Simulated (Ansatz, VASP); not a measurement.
One calculation of SiO2, two programs

```xyz
24
Lattice="6.9530 0.0000 0.0000 0.0000 6.9530 0.0000 0.0000 0.0000 6.9530" Properties=species:S:1:pos:R:3 pbc="T T T"
Si    2.0243    2.0243    2.0243
Si    1.4522    4.9287    5.5008
Si    5.5008    1.4522    4.9287
Si    4.9287    5.5008    1.4522
Si    7.1299    7.1299    7.1299
Si    3.2996   -0.1769    3.6534
Si    3.6534    3.2996   -0.1769
Si   -0.1769    3.6534    3.2996
O     1.0986    1.0986    1.0986
O     2.3779    5.8544    4.5751
O     4.5751    2.3779    5.8544
O     5.8544    4.5751    2.3779
O     4.4352    4.6711    0.1610
O     5.9944    2.2819    3.6376
O     0.9587    5.7584    6.7920
O     2.5178    1.1946    3.3155
O     0.1610    4.4352    4.6711
O     3.6376    5.9944    2.2819
O     6.7920    0.9587    5.7584
O     3.3155    2.5178    1.1946
O     4.6711    0.1610    4.4352
O     2.2819    3.6376    5.9944
O     5.7584    6.7920    0.9587
O     1.1946    3.3155    2.5178
```

Alike in both runs: functional r2SCAN; k mesh 4 × 4 × 4; occupations gaussian, width 0.02 eV; no spin polarisation.

Ansatz relaxed the structure, and its values are those at the end. VASP's run is a single point on that final structure, the one shown.

|  | VASP | Ansatz |
| --- | --- | --- |
| version | VASP 6.6.1 | Ansatz 0.2.0 |
| potentials or method | VASP PAW PBE potentials, release 64 (Si, O), cutoff 520 eV | scalar-relativistic, plane waves, PAW |
| valence electrons in the cell | 128 | 128 |

|  | VASP | Ansatz | Ansatz less VASP |
| --- | --- | --- | --- |
| gap on the k mesh at the Fermi level (eV) | 6.56 | 6.56 | +0.002 |
| least direct gap on the mesh (eV) | 6.57 | 6.58 | +0.003 |
| pressure (GPa) | 1.3 | 1.1 | -0.19 |
| rms of the force components (eV/Å) | 0.015 | 0.005 | -0.0103 |

VASP's potentials were made for PBE, not for r2SCAN. Ansatz's warnings: stress scf threshold loose.
